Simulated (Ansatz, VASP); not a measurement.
Two plane-wave programs on NaCl

The input INCAR:

```
SYSTEM = NaCl
PREC = Accurate ; ENCUT = 520
EDIFF = 1E-6 ; ISMEAR = 0
SIGMA = 0.05 ; LREAL = .False.
LASPH = .True. ; NELM = 80
ALGO = Normal ; ISIF = 2
LWAVE = .False. ; LCHARG = .True.
GGA = PS ; LELF = .True.
LVHAR = .True. ; NBANDS = 14
```

File KPOINTS:

```
regular mesh
0
Gamma
  8 8 8
  0 0 0
```

Contents of POSCAR:

```
NaCl
1.0
    0.0000000000      2.8317500000      2.8317500000
    2.8317500000      0.0000000000      2.8317500000
    2.8317500000      2.8317500000      0.0000000000
Na Cl
1 1
Direct
    0.0000000000      0.0000000000      0.0000000000
    0.5374559962      0.4625440038      0.5000000000
```

Input for Ansatz:

```yaml
crystal:
  lattice:
    - [0.0, 2.83175, 2.83175]
    - [2.83175, 0.0, 2.83175]
    - [2.83175, 2.83175, 0.0]
  atoms:
    - { symbol: Na, position: [0.0, 0.0, 0.0] }
    - { symbol: Cl, position: [0.5374559962, 0.4625440038, 0.5] }
basis:
  ecutwfc: 420
kpoints:
  mp_grid: { grid: [8, 8, 8] }
hamiltonian:
  xc: pbesol
scf:
  occupations: { method: gaussian, width: 0.05 }
output:
  forces: true
  stress: true
  eigenvalues: true
```

Change from the starting cell: all Cl atoms moved -0.150 Å, as atom 2 along Cartesian [1 -1 0].

Alike in both runs: task single point; functional PBEsol; k mesh 8 × 8 × 8; occupations gaussian, width 0.05 eV; no spin polarisation.

|  | VASP | Ansatz |
| --- | --- | --- |
| version | VASP 6.6.1 | Ansatz 0.2.0 |
| potentials or method | VASP PAW PBE potentials, release 64 (Na_pv, Cl), cutoff 520 eV | scalar-relativistic, plane waves, PAW |
| valence electrons in the cell | 14 | 16 |

|  | VASP | Ansatz | Ansatz less VASP |
| --- | --- | --- | --- |
| gap on the k mesh at the Fermi level (eV) | 4.89 | 4.89 | +0.004 |
| least direct gap on the mesh (eV) | 4.89 | 4.89 | +0.004 |
| pressure (GPa) | -0.5 | -0.6 | -0.02 |
| traceless stress, the component that is largest in VASP (GPa) | -0.27 | -0.27 | +0.004 |
| rms of the force components (eV/Å) | 0.108 | 0.106 | -0.0021 |

VASP's potentials were made for PBE, not for PBEsol. Atom by atom the forces differ by 0.002 eV/Å (rms over components). VASP's potentials hold 14 valence electrons a cell and Ansatz's 16, so a difference there can come from the potentials and not from the codes.
